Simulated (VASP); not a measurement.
The system is Si.

```
CELL_PARAMETERS angstrom
3.83132 0.00000 0.00000
-1.91566 3.31802 0.00000
0.00000 0.00000 6.33262
ATOMIC_POSITIONS crystal
Si 0.33333 0.66667 0.06301
Si 0.66667 0.33333 0.56301
Si 0.33333 0.66667 0.43699
Si 0.66667 0.33333 0.93699
```

This isn't the form of Si at room conditions, which is diamond.

Base run:

```yaml
Program: VASP 6.6.1
Functional: BLYP
Potentials_or_basis: VASP PAW PBE potentials, release 64 (Si)
Cutoff: 500 eV
k_mesh: 8 × 8 × 4
Occupations: fermi-dirac, width 0.1 eV
Spin: no spin polarisation
```

Its results: band gap on the k mesh 0.66 eV (least direct gap 1.17 eV); pressure 4.6 GPa.

**Question.** The run is repeated on the same cell with these changes: functional from BLYP to revPBE. What comes out?

**Answer.** Band gap on the k mesh 0.46 eV (least direct gap 1.08 eV); pressure 2.4 GPa.

Caveats: the PAW data sets were made with another functional, which shifts forces and pressure a little; the cell stands under pressure (at least some runs).

A k mesh can miss the band edges.
